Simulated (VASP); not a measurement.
# MgF2 (rutile type) (P4_2/mnm) in VASP: a series of runs

MgF2 (rutile type) is run at these levels: LDA; tasks: single point.

Program: VASP 6.6.1. These are calculated values, not measurements. Logs are shortened: lines on timing, memory, paths and dates and some standing lists are left out, and cuts for length are marked.

**1. The cell of the first run**

The structure is tetragonal, space group P4_2/mnm (No. 136). The conventional cell has a = 4.355 Å, b = 4.355 Å, c = 2.901 Å, α = 90.00°, β = 90.00°, γ = 90.00°. Mg (site symmetry mmm) has 6 F at 1.86 to 1.90 Å within 2.5 Å. F (site symmetry m2m) has 3 Mg at 1.86 to 1.90 Å and 1 F at 2.44 Å within 2.5 Å.

**2. Single point, LDA (volume scaled by 0.88)**

INCAR reads:

```
PREC = Accurate
ENCUT = 600
EDIFF = 1E-6
ISMEAR = -1
SIGMA = 0.1
LREAL = False
LASPH = True
NELM = 120
ALGO = Normal
ISIF = 2
LWAVE = False
LCHARG = False
NBANDS = 25
GGA_COMPAT = False
```

KPOINTS reads:

```
regular mesh
0
Gamma
  7 7 10
```

POSCAR reads:

```
MgF2
1.0
    4.3547013383      0.0000000000      0.0000000000
    0.0000000000      4.3547013383      0.0000000000
    0.0000000000      0.0000000000      2.9014611605
Mg F
2 4
Direct
    0.0000000000      0.0000000000      0.0000000000
    0.5000000000      0.5000000000      0.5000000000
    0.3015138229      0.3015138229      0.0000000000
    0.6984861771      0.6984861771      0.0000000000
    0.8015138229      0.1984861771      0.5000000000
    0.1984861771      0.8015138229      0.5000000000
```

Potentials or basis: VASP PAW LDA potentials, release 64 (Mg, F).

Run with:

```console
cat potpaw_LDA.64/Mg/POTCAR potpaw_LDA.64/F/POTCAR > POTCAR
mpirun -np 1 vasp_std > vasp.out
```

OUTCAR:

```text
PREC = Accurate
   ENCUT = 600
   EDIFF = 1E-6
   ISMEAR = -1
   LREAL = False
   LASPH = True
   NELM = 120
   ISIF = 2

 ion  position               nearest neighbor table
   1  0.000  0.000  0.000-   3 1.86   4 1.86   5 1.90   6 1.90   5 1.90   6 1.90   2 3.40   2 3.40
                             2 3.40   2 3.40   2 3.40   2 3.40   2 3.40   2 3.40
   2  0.500  0.500  0.500-   5 1.86   6 1.86   3 1.90   4 1.90   3 1.90   4 1.90   1 3.40   1 3.40
                             1 3.40   1 3.40   1 3.40   1 3.40   1 3.40   1 3.40
   3  0.302  0.302  0.000-   1 1.86   2 1.90   2 1.90
   4  0.698  0.698  0.000-   1 1.86   2 1.90   2 1.90
   5  0.802  0.198  0.500-   2 1.86   1 1.90   1 1.90
   6  0.198  0.802  0.500-   2 1.86   1 1.90   1 1.90

  LATTYP: Found a simple tetragonal cell.
 ALAT       =     4.3547013383
 C/A-ratio  =     0.6662824692

  Lattice vectors:

 A1 = (   4.3547013383,   0.0000000000,   0.0000000000)
 A2 = (   0.0000000000,   4.3547013383,   0.0000000000)
 A3 = (   0.0000000000,   0.0000000000,   2.9014611605)

Analysis of symmetry for initial positions (statically):
=====================================================================
 Subroutine PRICEL returns:
 Original cell was already a primitive cell.

 Routine SETGRP: Setting up the symmetry group for a
 simple tetragonal supercell.

 Subroutine GETGRP returns: Found 16 space group operations
 (whereof  8 operations were pure point group operations)
 out of a pool of 16 trial point group operations.

The static configuration has the point symmetry D_2h.
 The point group associated with its full space group is D_4h.

Analysis of symmetry for dynamics (positions and initial velocities):
=====================================================================
 Subroutine PRICEL returns:
 Original cell was already a primitive cell.

 Routine SETGRP: Setting up the symmetry group for a
 simple tetragonal supercell.

 Subroutine GETGRP returns: Found 16 space group operations
 (whereof  8 operations were pure point group operations)
 out of a pool of 16 trial point group operations.

The dynamic configuration has the point symmetry D_2h.
 The point group associated with its full space group is D_4h.

 Subroutine INISYM returns: Found 16 space group operations
 (whereof  8 operations are pure point group operations),
 and found     1 'primitive' translations

----------------------------------------------------------------------------------------

                                     Primitive cell

  volume of cell :      55.0216

  direct lattice vectors                    reciprocal lattice vectors
     4.354701338  0.000000000  0.000000000     0.229636873  0.000000000  0.000000000
     0.000000000  4.354701338  0.000000000     0.000000000  0.229636873  0.000000000
     0.000000000  0.000000000  2.901461160     0.000000000  0.000000000  0.344653933

  length of vectors
     4.354701338  4.354701338  2.901461160     0.229636873  0.229636873  0.344653933

  position of ions in fractional coordinates (direct lattice)
     0.000000000  0.000000000  0.000000000
     0.500000000  0.500000000  0.500000000
     0.301513823  0.301513823  0.000000000
     0.698486177  0.698486177  0.000000000
     0.801513823  0.198486177  0.500000000
     0.198486177  0.801513823  0.500000000

  ion indices of the primitive-cell ions
   primitive index   ion index
                 1           1
                 2           2
                 3           3
                 4           4
                 5           5
                 6           6

----------------------------------------------------------------------------------------

 KPOINTS: regular mesh

Automatic generation of k-mesh.
 Grid dimensions read from file:
 generate k-points for:    7    7   10

 Generating k-lattice:

  Cartesian coordinates                     Fractional coordinates (reciprocal lattice)
     0.032805268  0.000000000  0.000000000     0.142857143  0.000000000  0.000000000
     0.000000000  0.032805268  0.000000000     0.000000000  0.142857143  0.000000000
     0.000000000  0.000000000  0.034465393     0.000000000  0.000000000  0.100000000

  Length of vectors
     0.032805268  0.032805268  0.034465393

  Shift w.r.t. Gamma in fractional coordinates (k-lattice)
     0.000000000  0.000000000  0.000000000

 Subroutine IBZKPT returns following result:
 ===========================================

 Found     60 irreducible k-points:

 Following reciprocal coordinates:
            Coordinates               Weight
  0.000000  0.000000  0.000000      1.000000
  0.142857  0.000000  0.000000      4.000000
  0.285714  0.000000  0.000000      4.000000
  0.428571  0.000000  0.000000      4.000000
  0.142857  0.142857  0.000000      4.000000
  0.285714  0.142857  0.000000      8.000000
[... 16 lines left out ...]
  0.285714  0.000000  0.200000      8.000000
  0.428571  0.000000  0.200000      8.000000
 [... further k-points ...]
   k-points           NKPTS =     60   k-points in BZ     NKDIM =     60   number of bands    NBANDS=     25
   number of dos      NEDOS =    301   number of ions     NIONS =      6
   total plane-waves  NPLWV =  31104
   dimension x,y,z NGX =    36 NGY =   36 NGZ =   24
   dimension x,y,z NGXF=    72 NGYF=   72 NGZF=   48
   ions per type =               2   4
   NGX,Y,Z   is equivalent  to a cutoff of  13.74, 13.74, 13.75 a.u.
   NGXF,Y,Z  is equivalent  to a cutoff of  27.49, 27.49, 27.50 a.u.
 SYSTEM =  unknown system
   PREC   = accura    normal or accurate (medium, high low for compatibility)
   ISTART =      0    job   : 0-new  1-cont  2-samecut
   ICHARG =      2    charge: 1-file 2-atom 10-const
   ISPIN  =      1    spin polarized calculation?
   LNONCOLLINEAR =      F non collinear calculations
   LSORBIT =      F    spin-orbit coupling
   LASPH  =      T    aspherical Exc in radial PAW
   ENCUT  =  600.0 eV  44.10 Ry    6.64 a.u.   8.70  8.70  5.79*2*pi/ulx,y,z
   NELM   =    120;   NELMIN=  2; NELMDL= -5     # of ELM steps
   EDIFF  = 0.1E-05   stopping-criterion for ELM
   LREAL  =      F    real-space projection
   EDIFFG = 0.1E-04   stopping-criterion for IOM
   NSW    =      0    number of steps for IOM
   IBRION =     -1    ionic relax: 0-MD 1-quasi-New 2-CG
   NFREE  =      0    steps in history (QN), initial steepest desc. (CG)
   ISIF   =      2    stress and relaxation
   ISYM   =      2    0-nonsym 1-usesym 2-fastsym
   POTIM  = 0.5000    time-step for ionic-motion
   TEBEG  =    0.0;   TEEND  =   0.0 temperature during run
   PSTRESS=    0.0 pullay stress
   NELECT =      32.0000    total number of electrons
   NUPDOWN=      -1.0000    fix difference up-down
   EMIN   =  10.00;   EMAX   =-10.00  energy-range for DOS
   EFERMI =   0.00;   METHOD = LEGACY
   ISMEAR =    -1;   SIGMA  =   0.10  broadening in eV -4-tet -1-fermi 0-gaus
   EFERMI_NEDOS =   21; number of points for ismear=-14 and -15
   IALGO  =     38    algorithm
   IMIX   =      4    mixing-type and parameters
     AMIX     =   0.40;   BMIX     =  1.00
     AMIX_MAG =   1.60;   BMIX_MAG =  1.00
  volume/ion in A,a.u.               =       9.17        61.88
  Fermi-wavevector in a.u.,A,eV,Ry     =   1.366513  2.582334 25.406932  1.867357
  Thomas-Fermi vector in A             =   2.492647
   LORBIT       =      0    0 simple, 1 ext, 2 COOP (PROOUT), +10 PAW based schemes
   GGA     = CA    functional components
   LHFCALC =     F    Hartree Fock is set to
   AEXX    =    0.0000 exact exchange contribution
   IVDW    =     0    specifies the selected vdW correction
   LEPSILON=     F    determine dielectric tensor
   LRPA    =     F    only Hartree local field effects (RPA)
 non-spin polarized calculation
  energy-cutoff  :      600.00
  volume of cell :       55.02
 maximum number of plane-waves:      1863
 NGX is ok and might be reduce to    36
   NGX = 17   NGY = 17   NGZ = 11

 number of electron      31.9999997 magnetization

 Free energy of the ion-electron system (eV)
  ---------------------------------------------------
  ext. energy  EPLUGINS =         0.00000000
  ---------------------------------------------------
  free energy    TOTEN  =       -34.76120404 eV

  energy without entropy =      -34.76120404  energy(sigma->0) =      -34.76120404

 E-fermi :   1.6608     XC(G=0): -11.3371

 val. band max:       -0.4123618551   @ k =   0.0000   0.0000   0.0000
 cond. band min:       7.5963112385   @ k =   0.0000   0.0000   0.0000
 fundamental gap:      8.0086730936
 Fermi energy:         1.6608307539

 k-point     1 :       0.0000    0.0000    0.0000
  band No.  band energies     occupation
      1     -21.5380      2.00000
      2     -20.2782      2.00000
      3     -20.2782      2.00000
      4     -20.1303      2.00000
      5      -5.2878      2.00000
      6      -3.8103      2.00000
[... 17 lines left out ...]
     24      19.9873      0.00000
     25      19.9873      0.00000

 k-point     2 :       0.1429    0.0000    0.0000
  band No.  band energies     occupation
      1     -21.4872      2.00000
      2     -20.3827      2.00000
      3     -20.2646      2.00000
      4     -20.1017      2.00000
      5      -5.1934      2.00000
      6      -3.7463      2.00000
[... 17 lines left out ...]
     24      19.7283      0.00000
     25      19.9529      0.00000

 k-point     3 :       0.2857    0.0000    0.0000
  band No.  band energies     occupation
      1     -21.3416      2.00000
      2     -20.5984      2.00000
      3     -20.2271      2.00000
      4     -20.0948      2.00000
      5      -4.9464      2.00000
      6      -3.7766      2.00000
[... 17 lines left out ...]
     24      19.2005      0.00000
     25      19.6418      0.00000

 k-point     4 :       0.4286    0.0000    0.0000
  band No.  band energies     occupation
      1     -21.1216      2.00000
      2     -20.8598      2.00000
      3     -20.1756      2.00000
      4     -20.1253      2.00000
      5      -4.6130      2.00000
      6      -4.2207      2.00000
[... 17 lines left out ...]
     24      18.9460      0.00000
     25      19.0072      0.00000

 k-point     5 :       0.1429    0.1429    0.0000
  band No.  band energies     occupation
      1     -21.4381      2.00000
      2     -20.4185      2.00000
      3     -20.2985      2.00000
      4     -20.0921      2.00000
      5      -5.1024      2.00000
      6      -3.7003      2.00000
[... 17 lines left out ...]
     24      19.6325      0.00000
     25      19.8865      0.00000

 k-point     6 :       0.2857    0.1429    0.0000
  band No.  band energies     occupation
      1     -21.2976      2.00000
      2     -20.5931      2.00000
      3     -20.2761      2.00000
      4     -20.1052      2.00000
      5      -4.8660      2.00000
      6      -3.7997      2.00000
[... 17 lines left out ...]
     24      19.2762      0.00000
     25      19.6552      0.00000
[... 393 lines left out ...]
 k-point    21 :       0.0000    0.0000    0.2000
  band No.  band energies     occupation
      1     -21.3326      2.00000
      2     -20.2401      2.00000
      3     -20.2401      2.00000
      4     -20.1755      2.00000
      5      -4.9903      2.00000
      6      -3.4682      2.00000
[... 17 lines left out ...]
     24      18.7895      0.00000
     25      19.3803      0.00000

 k-point    22 :       0.1429    0.0000    0.2000
  band No.  band energies     occupation
      1     -21.2877      2.00000
      2     -20.3379      2.00000
      3     -20.2311      2.00000
      4     -20.1389      2.00000
      5      -4.9084      2.00000
      6      -3.5024      2.00000
[... 17 lines left out ...]
     24      18.6686      0.00000
     25      19.2844      0.00000

 k-point    23 :       0.2857    0.0000    0.2000
  band No.  band energies     occupation
      1     -21.1596      2.00000
      2     -20.5198      2.00000
      3     -20.2067      2.00000
      4     -20.1262      2.00000
      5      -4.6863      2.00000
      6      -3.6857      2.00000
[... 17 lines left out ...]
     24      18.2186      0.00000
     25      18.7079      0.00000

 k-point    24 :       0.4286    0.0000    0.2000
  band No.  band energies     occupation
      1     -20.9675      2.00000
      2     -20.7418      2.00000
      3     -20.1737      2.00000
      4     -20.1426      2.00000
      5      -4.3853      2.00000
      6      -4.0540      2.00000
[... 17 lines left out ...]
     24      17.7781      0.00000
     25      18.2932      0.00000

 [... further k-points ...]

------------------------ aborting loop because EDIFF is reached ----------------------------------------

  FORCE on cell =-STRESS in cart. coord.  units (eV):
  Direction    XX          YY          ZZ          XY          YZ          ZX
  --------------------------------------------------------------------------------------
  -------------------------------------------------------------------------------------
  Total        5.7979845      5.7979845      5.8938613      0.0000000      0.0000000      0.0000000
  in kB      168.8317498    168.8317498    171.6235902      0.0000000      0.0000000      0.0000000
  external PRESSURE =     169.7623633 kB  Pullay stress =       0.0000000 kB

 VOLUME and BASIS-vectors are now :
 -----------------------------------------------------------------------------
  energy-cutoff  :      600.00
  volume of cell :       55.02
      direct lattice vectors                 reciprocal lattice vectors
     4.354701338  0.000000000  0.000000000     0.229636873  0.000000000  0.000000000
     0.000000000  4.354701338  0.000000000     0.000000000  0.229636873  0.000000000
     0.000000000  0.000000000  2.901461160     0.000000000  0.000000000  0.344653933

 POSITION                                       TOTAL-FORCE (eV/Angst)
 -----------------------------------------------------------------------------------
      0.00000      0.00000      0.00000        -0.000000      0.000000     -0.000000
      2.17735      2.17735      1.45073        -0.000000      0.000000     -0.000000
      1.31300      1.31300      0.00000        -0.003418     -0.003418     -0.000000
      3.04170      3.04170      0.00000         0.003418      0.003418      0.000000
      3.49035      0.86435      1.45073        -0.003418      0.003418      0.000000
      0.86435      3.49035      1.45073         0.003418     -0.003418     -0.000000
 -----------------------------------------------------------------------------------
    total drift:                                0.000000      0.000000     -0.000000

  FREE ENERGIE OF THE ION-ELECTRON SYSTEM (eV)
  ---------------------------------------------------
  free  energy   TOTEN  =       -34.7612040426 eV

  energy  without entropy=      -34.7612040424  energy(sigma->0) =      -34.76120404
```

Wall time 32 s (1 thread of AMD EPYC 9R45 (Zen 5), shared host); peak memory 0.18 GiB.

What came out:

```yaml
Free_energy: -34.7612 eV
Pressure: 17.0 GPa
Largest_force: 0.005 eV/Å
Band_gap_on_the_k_mesh: 8.01 eV, direct
```

Forces on the atoms (eV/Å):
```
Mg   0.000  0.000  0.000
Mg   0.000  0.000  0.000
F   -0.003 -0.003  0.000
F    0.003  0.003  0.000
F   -0.003  0.003  0.000
F    0.003 -0.003  0.000
```

Stress tensor (GPa, compression positive):
```
16.88  0.00  0.00
 0.00 16.88  0.00
 0.00  0.00 17.16
```

Levels at points of the mesh, in eV from the valence-band top:
```csv
k point,band 14,band 15,band 16,band 17,band 18,band 19
"(0.00, 0.00, 0.00)",-0.34,-0.34,0.00,8.01,12.97,12.97
"(0.00, 0.00, 0.50)",-1.61,-1.10,-1.10,12.91,12.91,15.70
```

Caveat: the cell differs from its parent crystal (volume scaled by 0.88).

**3. Single point, LDA**

This run uses another cell than the first one, of 9.80 Å³/atom, 1.068 times its volume.

INCAR reads:

```
SYSTEM = MgF2
  ALGO = Normal
  EDIFF = 1E-6
  ENCUT = 600
  GGA = CA
  GGA_COMPAT = .False.
  ISIF = 2
  ISMEAR = -1
  LASPH = .True.
  LCHARG = .False.
  LREAL = .False.
  LWAVE = .False.
  NBANDS = 25
  NELM = 120
  PREC = Accurate
  SIGMA = 0.1
```

KPOINTS reads:

```
k-points
0
Gamma
  7 7 10
  0 0 0
```

POSCAR reads:

```
MgF2
1.0
    4.4568346157      0.0000000000      0.0000000000
    0.0000000000      4.4568346157      0.0000000000
    0.0000000000      0.0000000000      2.9588684384
Mg F
2 4
Direct
    0.0000000000      0.0000000000      0.0000000000
    0.5000000000      0.5000000000      0.5000000000
    0.3021189815      0.3021189815      0.0000000000
    0.6978810185      0.6978810185      0.0000000000
    0.8021189815      0.1978810185      0.5000000000
    0.1978810185      0.8021189815      0.5000000000
```

Potentials or basis: VASP PAW LDA potentials, release 64 (Mg, F).

Run with:

```console
cat potpaw_LDA.64/Mg/POTCAR potpaw_LDA.64/F/POTCAR > POTCAR
mpirun -np 1 vasp_std > vasp.out
```

It took 33 s on 1 thread of AMD EPYC 9R45 (Zen 5), shared host; peak memory 0.18 GiB.

The run converged. Its results:

```yaml
Free_energy: -35.0370 eV
Pressure: 5.9 GPa
Largest_force: 0.010 eV/Å
Band_gap_on_the_k_mesh: 7.50 eV, direct
```

Forces in eV/Å, atoms in the order of the input:
```
Mg   0.000  0.000  0.000
Mg   0.000  0.000  0.000
F   -0.007 -0.007  0.000
F    0.007  0.007  0.000
F   -0.007  0.007  0.000
F    0.007 -0.007  0.000
```

Stress tensor (GPa, compression positive):
```
5.75 0.00 0.00
0.00 5.75 0.00
0.00 0.00 6.09
```

Levels at points of the mesh, in eV from the valence-band top:
| k point | band 13 | band 14 | band 15 | band 16 | band 17 | band 18 | band 19 | band 20 |
| --- | --- | --- | --- | --- | --- | --- | --- | --- |
| (0.00, 0.00, 0.00) | -0.77 | -0.34 | -0.34 | 0.00 | 7.50 | 12.52 | 12.52 | 13.77 |
| (0.00, 0.00, 0.50) | -1.44 | -1.44 | -1.01 | -1.01 | 12.34 | 12.34 | 15.23 | 15.23 |

A k mesh can miss the band edges. Expect the measured gap to be larger: semilocal functionals such as LDA lack the derivative discontinuity.
